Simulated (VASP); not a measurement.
A run of VASP 6.6.1 is set up as follows.

The input INCAR:

```
ALGO = Normal ; EDIFF = 1E-6
ENCUT = 520 ; GGA = CA
ISIF = 2 ; ISMEAR = -1
LASPH = T ; LCHARG = T
LELF = T ; LREAL = F
LVHAR = T ; LWAVE = F
NBANDS = 20 ; NELM = 100
PREC = Accurate ; SIGMA = 0.05
```

The input KPOINTS:

```
k-points
0
Gamma
  10 10 2
```

Contents of POSCAR:

```
MoS2
1.0
    3.2260272831      0.0000000000      0.0000000000
   -1.6130136416      2.7938215805      0.0000000000
    0.0000000000      0.0000000000     17.5627129508
Mo S
1 2
Direct
    0.0000000000      0.0000000000      0.0000000000
    0.3333333333      0.6666666667      0.9105070200
    0.3333333333      0.6666666667      0.0894929800
```

Potentials or basis: VASP PAW LDA potentials, release 64 (Mo_sv, S).

The run is started by

```sh
$ cat potpaw_LDA.64/Mo_sv/POTCAR potpaw_LDA.64/S/POTCAR > POTCAR
$ mpirun -np 1 vasp_std > vasp.out
```

Question: Predict the band gap on the k mesh.

Answer: 1.64 eV, indirect (least direct gap 1.82 eV).

Question: Predict the largest force.

Answer: 0.973 eV/Å.

Forces in eV/Å, atoms in the order of the input:
```
Mo   0.000  0.000  0.000
S    0.000  0.000  0.973
S    0.000  0.000 -0.973
```
